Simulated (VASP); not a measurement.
Set up this calculation in VASP 6.6.1, as the native input.

| Item | Value |
| --- | --- |
| Task | single point |
| Functional | r2SCAN |
| Potentials or basis | VASP PAW PBE potentials, release 64 (Ga_d, N) |
| Cutoff | 520 eV |
| k mesh | 6 × 6 × 6 |
| Occupations | gaussian, width 0.01 eV |
| Spin | no spin polarisation |
| Dipole correction | no |
| Further INCAR settings | ALGO = Normal; EDIFF = 1e-07; NBANDS = 16 |

The system is GaN.

```
Ga N
1.0
     0.00000    2.24895    2.24895
     2.24895    0.00000    2.24895
     2.24895    2.24895    0.00000
Ga N
1 1
Cartesian
  0.0000 0.0000 0.0000
  1.1245 1.1245 1.1245
```

These files were run (other wordings do the same):

POSCAR

```
GaN
1.0
    0.0000000000      2.2489525451      2.2489525451
    2.2489525451      0.0000000000      2.2489525451
    2.2489525451      2.2489525451      0.0000000000
Ga N
1 1
Direct
    0.0000000000      0.0000000000      0.0000000000
    0.2500000000      0.2500000000      0.2500000000
```

INCAR.step1

```
ALGO = Normal ; EDIFF = 1E-4
ENCUT = 520 ; GGA = PE
ISMEAR = 0 ; LASPH = T
LCHARG = F ; LREAL = F
LWAVE = T ; NBANDS = 16
NELM = 60 ; PREC = Accurate
SIGMA = 0.01
```

INCAR.step2

```
ALGO = Normal ; EDIFF = 1E-7
ENCUT = 520 ; ISIF = 2
ISMEAR = 0 ; ISTART = 1
LASPH = T ; LCHARG = T
LELF = T ; LMIXTAU = T
LREAL = F ; LVHAR = T
LWAVE = F ; METAGGA = R2SCAN
NBANDS = 16 ; NELM = 60
PREC = Accurate ; SIGMA = 0.01
```

KPOINTS

```
k-points
0
Gamma
  6 6 6
```

Potentials or basis: VASP PAW PBE potentials, release 64 (Ga_d, N).

The run is started by

```bash
$ cat potpaw_PBE.64/Ga_d/POTCAR potpaw_PBE.64/N/POTCAR > POTCAR
$ cp INCAR.step1 INCAR
$ mpirun -np 1 vasp_std > vasp.out
$ cp INCAR.step2 INCAR
$ mpirun -np 1 vasp_std > vasp.out
```

It gave:

```json
{
  "Pressure": "1.1 GPa",
  "Band gap on the k mesh": "2.16 eV, direct"
}
```

Caveat: the PAW data sets were made with another functional, which shifts forces and pressure a little.

Run time: 25 s on 1 thread of Intel(R) Xeon(R) Platinum 8488C (Sapphire Rapids), on a shared host, peak memory 0.14 GiB.
